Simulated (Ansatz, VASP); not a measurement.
# WF3: VASP beside Ansatz

```
W F
1.0
     4.15223    0.00000    0.00000
     0.00000    4.15223    0.00000
     0.00000    0.00000    4.15223
W F
1 3
Direct
  0.00000 0.00000 0.00000
  0.00000 0.50000 0.00000
  0.00000 0.00000 0.50000
  0.50000 0.00000 0.00000
```

Change from the starting cell: species swapped into the SnF3 type (Fm-3m, No. 225).

Alike in both runs: functional PBE; k mesh 8 × 8 × 8; occupations gaussian, width 0.01 eV; collinear spin.

Ansatz relaxed the structure, and its values are those at the end. VASP's run is a single point on that final structure, the one shown.

|  | VASP | Ansatz |
| --- | --- | --- |
| version | VASP 6.6.1 | Ansatz 0.2.0 |
| potentials or method | VASP PAW PBE potentials, release 64 (W_sv, F), cutoff 520 eV | scalar-relativistic, plane waves, PAW |
| valence electrons in the cell | 35 | 35 |

Ansatz gave:

* gap on the k mesh at the Fermi level (eV): 0.24
* least direct gap on the mesh (eV): 1.12
* pressure (GPa): 0.0
* net moment per atom (μB): 0.75
* size of the moment on the site where the two differ most (μB): 1.49

Q: Which values does VASP return?

A: gap on the k mesh at the Fermi level (eV): 0.23; least direct gap on the mesh (eV): 1.10; pressure (GPa): 0.7; net moment per atom (μB): 0.75; size of the moment on the site where the two differ most (μB): 2.40.

Site moments also hang on the region over which each program counts them. Ansatz's warnings: xc potential rough in thin density.

Spin-orbit coupling is off throughout.
